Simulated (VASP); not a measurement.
Here is a VASP 6.6.1 calculation.

The input INCAR:

```
SYSTEM = CdTe
PREC = Accurate
ENCUT = 500
EDIFF = 1E-7
ISMEAR = 0
SIGMA = 0.1
LREAL = .FALSE.
LASPH = .TRUE.
NELM = 120
ALGO = Normal
ISIF = 3
LWAVE = .FALSE.
LCHARG = .FALSE.
GGA = PE
IBRION = 2
NSW = 65
EDIFFG = -0.01
GGA_COMPAT = .FALSE.
NELMIN = 4
```

Contents of KPOINTS:

```
Automatic mesh
0
G
  12 12 6
  0 0 0
```

The input POSCAR:

```
CdTe
1.0
    4.3293935171      0.0000000000      0.0000000000
   -2.1646967586      3.7493647688      0.0000000000
    0.0000000000      0.0000000000      7.0772693077
Cd Te
2 2
Direct
    0.0000000000      0.0000000000      0.0000000000
    0.0000000000      0.0000000000      0.5000000000
    0.3333333333      0.6666666667      0.2500000000
    0.6666666667      0.3333333333      0.7500000000
```

Potentials or basis: VASP PAW PBE potentials, release 64 (Cd, Te).

Launch:

```bash
$ cat potpaw_PBE.64/Cd/POTCAR potpaw_PBE.64/Te/POTCAR > POTCAR
$ mpirun -np 1 vasp_std > vasp.out
```

**Question.** Predict the space group after relaxing (to 0.1 Å).

**Answer.** P6_3/mmc (No. 194).

**Question.** What does it give for the relaxed volume?

**Answer.** 29.17 Å³/atom.

**Question.** What does it give for the relaxed cell?

**Answer.** a = 4.343 Å, b = 4.343 Å, c = 7.141 Å, α = 90.00°, β = 90.00°, γ = 120.00°.

Final structure:
```
CELL_PARAMETERS angstrom
4.34333 0.00000 0.00000
-2.17166 3.76143 0.00000
0.00000 0.00000 7.14110
ATOMIC_POSITIONS crystal
Cd 0.00000 0.00000 0.00000
Cd 0.00000 0.00000 0.50000
Te 0.33333 0.66667 0.25000
Te 0.66667 0.33333 0.75000
```
